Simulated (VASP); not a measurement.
Wanted: the native input for a VASP 6.6.1 run.

* Task: relaxation of shape and atoms at fixed volume
* Functional: PBE
* Dispersion: D3(BJ)
* Potentials or basis: VASP PAW PBE potentials, release 64 (As)
* Cutoff: 600 eV
* k mesh: 12 × 12 × 12
* Occupations: gaussian, width 0.1 eV
* Spin: no spin polarisation
* Dipole correction: no
* Further INCAR settings: ALGO = Normal; EDIFF = 1e-06; IBRION = 2; EDIFFG = -0.01; NSW = 50; ISIF = 4

The structure of As lies in POSCAR:

```
As
1.0
    1.8515369298      1.0689853448      3.1988803155
   -1.8515369298      1.0689853448      3.1988803155
    0.0000000000     -2.1379706896      3.1988803155
As
2
Direct
    0.7669041935      0.7669041935      0.7669041935
    0.2330958065      0.2330958065      0.2330958065
```

This cell differs from its parent crystal: volume scaled by 0.91.

The input as run:

INCAR

```
SYSTEM = As
  ALGO = Normal
  EDIFF = 1E-6
  EDIFFG = -0.01
  ENCUT = 600
  GGA = PE
  IBRION = 2
  ISIF = 4
  ISMEAR = 0
  IVDW = 12
  LASPH = .TRUE.
  LCHARG = .FALSE.
  LREAL = .FALSE.
  LWAVE = .FALSE.
  NELM = 100
  NSW = 50
  PREC = Accurate
  SIGMA = 0.1
```

KPOINTS

```
k-points
0
G
  12 12 12
  0 0 0
```

Potentials or basis: VASP PAW PBE potentials, release 64 (As).

Command:

```sh
$ cat potpaw_PBE.64/As/POTCAR > POTCAR
$ mpirun -np 1 vasp_std > vasp.out
```

Results of the run:

```
Energy gained by relaxing  : 2.4 meV/atom
Ionic steps                : 5
Pressure after relaxing    : 6.7 GPa
Band gap on the k mesh     : zero (band 5 reaches 7.10 eV, above the bottom of band 6 at 6.67 eV)
Dispersion energy per atom : -0.477 eV
```

Caveat: pairwise dispersion overbinds metals, which lowers pressure and volume.

Wall time 4.8 min on 1 thread of AMD EPYC 7R13, on a shared host, peak memory 0.21 GiB.
